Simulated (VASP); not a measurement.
HfN:

```
Hf N
1.0
     0.00000    2.48713    2.48713
     2.48713    0.00000    2.48713
     2.48713    2.48713    0.00000
Hf N
1 1
Direct
  0.00000 0.00000 0.00000
  0.25000 0.25000 0.25000
```

This cell differs from its parent crystal: volume scaled by 1.04.

Base run:

```yaml
Program: VASP 6.6.1
Functional: PBEsol
Potentials_or_basis: VASP PAW PBE potentials, release 64 (Hf_pv, N)
Cutoff: 520 eV
k_mesh: 9 × 9 × 9
Occupations: fermi-dirac, width 0.05 eV
Spin: no spin polarisation
```

Its results: pressure -12.5 GPa.

**Question.** The run is repeated on the same cell with these changes: functional from PBEsol to LDA; potentials or basis from VASP PAW PBE potentials, release 64 (Hf_pv, N) to VASP PAW LDA potentials, release 64 (Hf_pv, N). What comes out?

**Answer.** Pressure -16.3 GPa.

Caveats: the PAW data sets were made with another functional, which shifts forces and pressure a little (some runs).
